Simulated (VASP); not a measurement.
# BAs: single point with LDA

The system is BAs.

```
B As
1.0
     0.00000    2.38051    2.38051
     2.38051    0.00000    2.38051
     2.38051    2.38051    0.00000
B As
1 1
Direct
  0.00000 0.00000 0.00000
  0.75000 0.75000 0.75000
```

This cell differs from its parent crystal: volume scaled by 0.99.

```json
{
  "Program": "VASP 6.6.1",
  "Task": "single point",
  "Functional": "LDA",
  "Potentials or basis": "VASP PAW LDA potentials, release 64 (B, As)",
  "Cutoff": "520 eV",
  "k mesh": "13 × 13 × 13",
  "Occupations": "fermi-dirac, width 0.05 eV",
  "Spin": "no spin polarisation"
}
```

- Pressure: -1.7 GPa
- Band gap on the k mesh: 1.12 eV, indirect (least direct gap 3.26 eV)

Levels at points of the mesh, in eV from the valence-band top:
| k point | band 2 | band 3 | band 4 | band 5 | band 6 | band 7 |
| --- | --- | --- | --- | --- | --- | --- |
| (0.00, 0.00, 0.00) | 0.00 | 0.00 | 0.00 | 3.26 | 3.26 | 3.26 |

It took 25 s on 1 thread of Intel Xeon 6975P-C, on a shared host, peak memory 0.16 GiB.

 A k mesh can miss the band edges.
